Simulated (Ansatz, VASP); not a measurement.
One calculation of Be, two programs

```
CELL_PARAMETERS angstrom
-2.09626 2.09626 1.06061
2.09626 -2.09626 1.06061
2.09626 2.09626 -1.06061
ATOMIC_POSITIONS crystal
Be 0.00000 0.00000 0.00000
Be 0.75000 0.25000 0.50000
```

Alike in both runs: functional r2SCAN; k mesh 8 × 8 × 8; occupations gaussian, width 0.1 eV; no spin polarisation.

Ansatz relaxed the structure, and its values are those at the end. VASP's run is a single point on that final structure, the one shown.

```csv
,VASP,Ansatz
version,VASP 6.6.1,Ansatz 0.2.0
potentials or method,"VASP PAW PBE potentials, release 64 (Be), cutoff 520 eV","scalar-relativistic, plane waves, PAW"
valence electrons in the cell,4,4
```

VASP gave:

- gap on the k mesh at the Fermi level (eV): none
- pressure (GPa): 0.1

Problem. Estimate Ansatz's values.

Solution. gap on the k mesh at the Fermi level (eV): none; pressure (GPa): 0.0.

VASP's potentials were made for PBE, not for r2SCAN. A gap of «none» marks a metal or a gap that the smearing closes. The functional is the same, so the differences come from potentials, cutoffs and numerics.

The k mesh is coarse, so the values compare programs but aren't converged.
